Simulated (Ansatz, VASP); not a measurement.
# Two plane-wave programs on Ir

```xyz
1
Lattice="0.0000 1.9061 1.9061 1.9061 0.0000 1.9061 1.9061 1.9061 0.0000" Properties=species:S:1:pos:R:3 pbc="T T T"
Ir    0.0000    0.0000    0.0000
```

Alike in both runs: task single point; functional LDA; k mesh 14 × 14 × 14; occupations fermi-dirac, width 0.2 eV; no spin polarisation.

```csv
,VASP,Ansatz
version,VASP 6.6.1,Ansatz 0.2.0
potentials or method,"VASP PAW LDA potentials, release 64 (Ir), cutoff 520 eV","plane waves (420 eV) with PAW, scalar-relativistic"
valence electrons in the cell,9,17
```

|  | VASP | Ansatz | Ansatz less VASP |
| --- | --- | --- | --- |
| pressure (GPa) | 3.6 | 0.9 | -2.62 |

Ansatz warns that its potentials were made for another functional, while VASP's fit it. LDA's correlation is that of Perdew and Zunger in VASP and of Perdew and Wang (1992) in Ansatz. VASP's potentials hold 9 valence electrons a cell and Ansatz's 17, so a difference there can come from the potentials and not from the codes.

Neither program's run includes spin-orbit coupling.
